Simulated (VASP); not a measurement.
The system is InGa3P2.

```
CELL_PARAMETERS angstrom
4.14082 0.00000 0.00000
-2.07041 3.58606 0.00000
0.00000 0.00000 7.86147
ATOMIC_POSITIONS crystal
In 0.00000 0.00000 0.00000
Ga 0.33333 0.66667 0.50000
Ga 0.66667 0.33333 0.50000
Ga 0.00000 0.00000 0.50000
P 0.00000 0.00000 0.72783
P 0.00000 0.00000 0.27217
```

The cell was built from a structure type or drawn by symmetry, and may not be a known phase.

* Program: VASP 6.6.1
* Task: relaxation of cell and atoms
* Functional: PBE
* Potentials or basis: VASP PAW PBE potentials, release 64 (In_d, Ga_d, P)
* Cutoff: 600 eV
* k mesh: 6 × 6 × 2
* Occupations: gaussian, width 0.1 eV
* Spin: no spin polarisation

At the start: pressure 54.1 GPa; volume 19.46 Å³/atom.

Q: Where does the relaxation end?

A: Over 17 steps the energy falls by 1549.2 meV/atom and the volume is 33.30 Å³/atom (+71.1 %); space group P6/mmm (No. 191, to 0.1 Å) before and after.

The path:
| step | energy change (eV) | largest force (eV/Å) | pressure (GPa) | volume (Å³) |
| --- | --- | --- | --- | --- |
| 1 | 0.0000 | 11.2483 | 54.12 | 116.74 |
| 2 | -6.5883 | 0.9206 | -3.10 | 258.42 |
| 3 | -6.9296 | 0.5993 | -2.61 | 242.59 |
| 4 | -7.1866 | 0.2859 | -2.17 | 230.27 |
| 5 | -8.0213 | 2.1664 | 4.84 | 168.09 |
| 6 | -8.0080 | 1.7237 | 2.62 | 178.52 |
| 7 | -8.0286 | 1.9433 | 3.56 | 173.56 |
| 8 | -8.5664 | 0.9083 | -0.20 | 190.82 |
| 9 | -8.6640 | 0.2854 | -2.64 | 212.72 |
| 10 | -9.1787 | 0.6883 | -1.64 | 211.34 |
| 11 | -9.2414 | 0.5231 | -0.47 | 210.45 |
| 12 | -9.2419 | 0.5522 | -0.68 | 210.56 |
| 13 | -9.2802 | 0.0607 | -0.28 | 205.90 |
| 14 | -9.2838 | 0.1403 | -0.08 | 204.10 |
| 15 | -9.2914 | 0.1034 | -0.32 | 202.77 |
| 16 | -9.2914 | 0.1005 | -0.32 | 202.67 |
| 17 | -9.2952 | 0.0299 | -0.02 | 199.79 |

Final structure:
```xyz
6
Lattice="4.9858 0.0000 0.0000 -2.4929 4.3179 0.0000 0.0000 0.0000 9.2804" Properties=species:S:1:pos:R:3 pbc="T T T"
In    0.0000    0.0000    0.0000
Ga    0.0000    2.8786    4.6402
Ga    2.4929    1.4393    4.6402
Ga    0.0000    0.0000    4.6402
P     0.0000    0.0000    6.8907
P     4.9858    0.0000    2.3897
```

Caveat: the k points lie up to 0.34 Å⁻¹ apart in the final cell, too coarse for converged energies and pressures of a metal; the volume moved by over 15 % at a fixed basis, so the end points are rough.
